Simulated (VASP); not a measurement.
# C (Pm-3m) in VASP: notebook

The runs below take C through single point, with PBE.

All numbers are computed with VASP 6.6.1; they aren't measurements. Logs are shortened: lines on timing, memory, paths and dates and some standing lists are left out, and cuts for length are marked.

**1. The cell of the first run**

It takes space group Pm-3m (No. 221, cubic). The conventional cell has a = 1.800 Å, b = 1.800 Å, c = 1.800 Å, α = 90.00°, β = 90.00°, γ = 90.00°. C (site symmetry m-3m) has 6 C at 1.80 Å within 2.4 Å.

**2. Single point, PBE**

The input, INCAR:

```
  PREC = Accurate
  ENCUT = 520
  EDIFF = 1E-7
  ISMEAR = -1
  SIGMA = 0.06122561905347299
  LREAL = F
  LASPH = T
  NELM = 80
  ALGO = Normal
  ISIF = 2
  LWAVE = F
  LCHARG = F
  GGA = PE
  NBANDS = 8
```

The input, KPOINTS:

```
regular mesh
0
Gamma
  21 21 21
```

The input, POSCAR:

```
C
1.0
    1.7999441135      0.0000000000      0.0000000000
    0.0000000000      1.7999441135      0.0000000000
    0.0000000000      0.0000000000      1.7999441135
C
1
Direct
    0.0000000000      0.0000000000      0.0000000000
```

Potentials or basis: VASP PAW PBE potentials, release 64 (C).

The run is started by

```console
> cat potpaw_PBE.64/C/POTCAR > POTCAR
> mpirun -np 1 vasp_std > vasp.out
```

OUTCAR:

```text
PREC = Accurate
   ENCUT = 520
   EDIFF = 1E-7
   ISMEAR = -1
   LREAL = F
   LASPH = T
   NELM = 80
   ISIF = 2
   GGA = PE

 ion  position               nearest neighbor table
   1  0.000  0.000  0.000-

  LATTYP: Found a simple cubic cell.
 ALAT       =     1.7999441135

  Lattice vectors:

 A1 = (   1.7999441135,   0.0000000000,   0.0000000000)
 A2 = (   0.0000000000,   1.7999441135,   0.0000000000)
 A3 = (   0.0000000000,   0.0000000000,   1.7999441135)

Analysis of symmetry for initial positions (statically):
=====================================================================
 Subroutine PRICEL returns:
 Original cell was already a primitive cell.

 Routine SETGRP: Setting up the symmetry group for a
 simple cubic supercell.

 Subroutine GETGRP returns: Found 48 space group operations
[... 9 lines left out ...]

 Routine SETGRP: Setting up the symmetry group for a
 simple cubic supercell.

 Subroutine GETGRP returns: Found 48 space group operations
[... 11 lines left out ...]
                                     Primitive cell

  volume of cell :       5.8315

  direct lattice vectors                    reciprocal lattice vectors
     1.799944114  0.000000000  0.000000000     0.555572805  0.000000000  0.000000000
     0.000000000  1.799944114  0.000000000     0.000000000  0.555572805  0.000000000
     0.000000000  0.000000000  1.799944114     0.000000000  0.000000000  0.555572805

  length of vectors
     1.799944114  1.799944114  1.799944114     0.555572805  0.555572805  0.555572805

  position of ions in fractional coordinates (direct lattice)
     0.000000000  0.000000000  0.000000000

  ion indices of the primitive-cell ions
   primitive index   ion index
                 1           1

----------------------------------------------------------------------------------------

 KPOINTS: regular mesh

Automatic generation of k-mesh.
 Grid dimensions read from file:
 generate k-points for:   21   21   21

 Generating k-lattice:

  Cartesian coordinates                     Fractional coordinates (reciprocal lattice)
     0.026455848  0.000000000  0.000000000     0.047619048  0.000000000  0.000000000
     0.000000000  0.026455848  0.000000000     0.000000000  0.047619048  0.000000000
     0.000000000  0.000000000  0.026455848     0.000000000  0.000000000  0.047619048

  Length of vectors
     0.026455848  0.026455848  0.026455848

[... 52 lines left out ...]
   NELM   =     80;   NELMIN=  2; NELMDL= -5     # of ELM steps
   EDIFF  = 0.1E-06   stopping-criterion for ELM
   LREAL  =      F    real-space projection
   EDIFFG = 0.1E-05   stopping-criterion for IOM
   NSW    =      0    number of steps for IOM
   IBRION =     -1    ionic relax: 0-MD 1-quasi-New 2-CG
   NFREE  =      0    steps in history (QN), initial steepest desc. (CG)
   ISIF   =      2    stress and relaxation
   ISYM   =      2    0-nonsym 1-usesym 2-fastsym
   POTIM  = 0.5000    time-step for ionic-motion
   TEBEG  =    0.0;   TEEND  =   0.0 temperature during run
   PSTRESS=    0.0 pullay stress
   NELECT =       4.0000    total number of electrons
   NUPDOWN=      -1.0000    fix difference up-down
   EMIN   =  10.00;   EMAX   =-10.00  energy-range for DOS
   EFERMI =   0.00;   METHOD = LEGACY
   ISMEAR =    -1;   SIGMA  =   0.06  broadening in eV -4-tet -1-fermi 0-gaus
   EFERMI_NEDOS =   21; number of points for ismear=-14 and -15
   IALGO  =     38    algorithm
   IMIX   =      4    mixing-type and parameters
     AMIX     =   0.40;   BMIX     =  1.00
     AMIX_MAG =   1.60;   BMIX_MAG =  1.00
  volume/ion in A,a.u.               =       5.83        39.35
  Fermi-wavevector in a.u.,A,eV,Ry     =   1.443785  2.728358 28.361543  2.084515
  Thomas-Fermi vector in A             =   2.562153
   LORBIT       =      0    0 simple, 1 ext, 2 COOP (PROOUT), +10 PAW based schemes
   GGA     = PE    functional components
   LHFCALC =     F    Hartree Fock is set to
   AEXX    =    0.0000 exact exchange contribution
   IVDW    =     0    specifies the selected vdW correction
   LEPSILON=     F    determine dielectric tensor
   LRPA    =     F    only Hartree local field effects (RPA)
 non-spin polarized calculation
  energy-cutoff  :      520.00
  volume of cell :        5.83
 maximum number of plane-waves:       171
 NGX is ok and might be reduce to    14
   NGX =  7   NGY =  7   NGZ =  7

 number of electron       4.0000000 magnetization

 Free energy of the ion-electron system (eV)
  ---------------------------------------------------
  ext. energy  EPLUGINS =         0.00000000
  ---------------------------------------------------
  free energy    TOTEN  =        -6.45187989 eV

  energy without entropy =       -6.44731293  energy(sigma->0) =       -6.44959641

 E-fermi :  10.2090     XC(G=0): -13.6035

 val. band max:       10.2015135428   @ k =   0.4762   0.3810   0.0952
 cond. band min:      10.2244436396   @ k =   0.2381   0.2381   0.0952
 fundamental gap:      0.0229300968
 Fermi energy:        10.2090198985

 k-point     1 :       0.0000    0.0000    0.0000
  band No.  band energies     occupation
      1     -11.2861      2.00000
      2      19.1513      0.00000
      3      19.1513      0.00000
      4      19.1513      0.00000
      5      35.2354      0.00000
      6      35.2354      0.00000
      7      40.1718      0.00000
      8      64.6188      0.00000
[... 243 lines left out ...]
 k-point    24 :       0.1905    0.0952    0.0000
  band No.  band energies     occupation
      1      -9.5620      2.00000
      2      12.4911      0.00000
      3      18.1172      0.00000
      4      20.2268      0.00000
      5      38.3673      0.00000
      6      39.4469      0.00000
      7      43.5888      0.00000
      8      56.3053      0.00000

 [... further k-points ...]

------------------------ aborting loop because EDIFF is reached ----------------------------------------

  FORCE on cell =-STRESS in cart. coord.  units (eV):
  Direction    XX          YY          ZZ          XY          YZ          ZX
  --------------------------------------------------------------------------------------
  -------------------------------------------------------------------------------------
  Total       -0.4227523     -0.4227523     -0.4227523     -0.0000000     -0.0000000      0.0000000
  in kB     -116.1500692   -116.1500692   -116.1500692     -0.0000000     -0.0000000      0.0000000
  external PRESSURE =    -116.1500692 kB  Pullay stress =       0.0000000 kB

 VOLUME and BASIS-vectors are now :
 -----------------------------------------------------------------------------
  energy-cutoff  :      520.00
  volume of cell :        5.83
      direct lattice vectors                 reciprocal lattice vectors
     1.799944114  0.000000000  0.000000000     0.555572805  0.000000000  0.000000000
     0.000000000  1.799944114  0.000000000     0.000000000  0.555572805  0.000000000
     0.000000000  0.000000000  1.799944114     0.000000000  0.000000000  0.555572805

 POSITION                                       TOTAL-FORCE (eV/Angst)
 -----------------------------------------------------------------------------------
      0.00000      0.00000      0.00000         0.000000      0.000000      0.000000
 -----------------------------------------------------------------------------------
    total drift:                               -0.000000     -0.000000     -0.000000

  FREE ENERGIE OF THE ION-ELECTRON SYSTEM (eV)
  ---------------------------------------------------
  free  energy   TOTEN  =        -6.4518798887 eV

  energy  without entropy=       -6.4473129343  energy(sigma->0) =       -6.44959641
```

OSZICAR:

```text
N       E                     dE             d eps       ncg     rms          rms(c)
DAV:   1    -0.476878468218E+01   -0.47688E+01   -0.26916E+03  5232   0.503E+02
DAV:   2    -0.645096019707E+01   -0.16822E+01   -0.15340E+01  6024   0.291E+01
DAV:   3    -0.645542998477E+01   -0.44698E-02   -0.44636E-02  5424   0.157E+00
DAV:   4    -0.645543075841E+01   -0.77364E-06   -0.77383E-06  6768   0.195E-02
DAV:   5    -0.645543075867E+01   -0.25443E-09   -0.10513E-09  5472   0.129E-04    0.179E+00
DAV:   6    -0.645003134254E+01    0.53994E-02   -0.83060E-03  4928   0.595E-01    0.111E+00
DAV:   7    -0.645176195477E+01   -0.17306E-02   -0.12686E-02  5008   0.800E-01    0.120E-01
DAV:   8    -0.645188038711E+01   -0.11843E-03   -0.23008E-04  4936   0.114E-01    0.197E-02
DAV:   9    -0.645187927737E+01    0.11097E-05   -0.16902E-05  5976   0.278E-02    0.797E-03
DAV:  10    -0.645187991160E+01   -0.63423E-06   -0.49327E-07  5296   0.570E-03    0.893E-04
DAV:  11    -0.645187988870E+01    0.22892E-07   -0.24074E-08  5160   0.130E-03
   1 F= -.64518799E+01 E0= -.64495964E+01  d E =-.456695E-02
```

Wall time 16 s (1 thread of AMD EPYC 7R13, shared host); peak memory 0.08 GiB.

What came out:

| Property | Result |
| --- | --- |
| Free energy | -6.4519 eV |
| Pressure | -11.6 GPa |
| Band gap on the k mesh | zero (band 2 reaches 19.15 eV, above the bottom of band 3 at 7.51 eV) |

**3. Single point, PBE**

This run uses another cell than the first one, of 5.94 Å³/atom, 1.019 times its volume.

The input, INCAR:

```
PREC = Accurate
ENCUT = 520
EDIFF = 1E-6
ISMEAR = -1
SIGMA = 0.06122561905347299
LREAL = F
LASPH = T
NELM = 80
ALGO = Normal
ISIF = 2
LWAVE = F
LCHARG = F
GGA = PE
NBANDS = 8
```

The input, KPOINTS:

```
Automatic mesh
0
Gamma
  21 21 21
```

The input, POSCAR:

```
C
1.0
    1.8114090348      0.0000000000      0.0000000000
    0.0000000000      1.8114090348      0.0000000000
    0.0000000000      0.0000000000      1.8114090348
C
1
Direct
    0.0000000000      0.0000000000      0.0000000000
```

Potentials or basis: VASP PAW PBE potentials, release 64 (C).

The run is started by

```console
> cat potpaw_PBE.64/C/POTCAR > POTCAR
> mpirun -np 1 vasp_std > vasp.out
```

Wall time 14 s (1 thread of AMD EPYC 7R13, shared host); peak memory 0.08 GiB.

Results (log left out):

```
Free energy            : -6.4422 eV
Pressure               : -16.4 GPa
Band gap on the k mesh : zero (band 2 reaches 18.72 eV, above the bottom of band 3 at 7.13 eV)
```

Levels at points of the mesh, in eV from the Fermi level:
```tsv
k point	band 1	band 2	band 3	band 4	band 5	band 6	band 7
(0.00, 0.00, 0.00)	-21.19	8.82	8.82	8.82	24.87	24.87	29.53
```
